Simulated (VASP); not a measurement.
Crystal: I.

```xyz
4
Lattice="3.6350 -2.3950 0.0000 3.6350 2.3950 0.0000 0.0000 0.0000 9.7934" Properties=species:S:1:pos:R:3 pbc="T T T"
I     3.6350   -0.7152    3.7646
I     3.6350    1.6799    1.1321
I     3.6350    0.7152    6.0288
I     3.6350   -1.6799    8.6613
```

- Program: VASP 6.6.1
- Task: relaxation of cell and atoms
- Functional: BLYP
- Dispersion: D4
- Potentials or basis: VASP PAW PBE potentials, release 64 (I)
- Cutoff: 600 eV
- k mesh: 7 × 7 × 3
- Occupations: fermi-dirac, width 0.05 eV
- Spin: no spin polarisation

At the start: pressure 1.2 GPa; volume 42.63 Å³/atom.

**Question.** Where does the relaxation end?

**Answer.** Over 22 steps the energy falls by 49.6 meV/atom and the volume is 40.37 Å³/atom (-5.3 %); space group Cmce (No. 64, to 0.1 Å) before and after.

Step by step:
| step | energy change (eV) | largest force (eV/Å) | pressure (GPa) | volume (Å³) |
| --- | --- | --- | --- | --- |
| 1 | 0.0000 | 1.1556 | 1.15 | 170.52 |
| 2 | -0.0652 | 0.1718 | -1.84 | 178.10 |
| 3 | -0.1103 | 0.2396 | -0.84 | 174.91 |
| 4 | -0.1474 | 0.2000 | -0.56 | 170.53 |
| 5 | -0.1786 | 0.1519 | 0.43 | 160.79 |
| 6 | -0.1797 | 0.1468 | 0.22 | 162.47 |
| 7 | -0.1798 | 0.1470 | 0.25 | 162.17 |
| 8 | -0.1845 | 0.1142 | -0.08 | 162.57 |
| 9 | -0.1845 | 0.1158 | -0.08 | 162.58 |
| 10 | -0.1898 | 0.1037 | -0.02 | 162.21 |
| 11 | -0.1948 | 0.0604 | 0.21 | 161.05 |
| 12 | -0.1952 | 0.0703 | 0.15 | 161.29 |
| 13 | -0.1966 | 0.0481 | -0.19 | 162.71 |
| 14 | -0.1969 | 0.0478 | -0.09 | 162.30 |
| 15 | -0.1977 | 0.0193 | 0.02 | 161.89 |
| 16 | -0.1977 | 0.0119 | 0.01 | 161.93 |
| 17 | -0.1980 | 0.0103 | -0.03 | 161.96 |
| 18 | -0.1981 | 0.0129 | -0.06 | 161.98 |
| 19 | -0.1983 | 0.0146 | -0.02 | 161.71 |
| 20 | -0.1984 | 0.0191 | 0.04 | 161.41 |
| 21 | -0.1984 | 0.0100 | 0.02 | 161.45 |
| 22 | -0.1984 | 0.0044 | 0.01 | 161.49 |

Final structure:
```
I
1.0
     3.61287   -2.30524    0.00000
     3.61287    2.30524    0.00000
     0.00000    0.00000    9.69473
I
4
Direct
  0.67251 0.32749 0.37791
  0.17251 0.82749 0.12209
  0.32749 0.67251 0.62209
  0.82749 0.17251 0.87791
```

Caveat: the PAW data sets were made with another functional, which shifts forces and pressure a little.
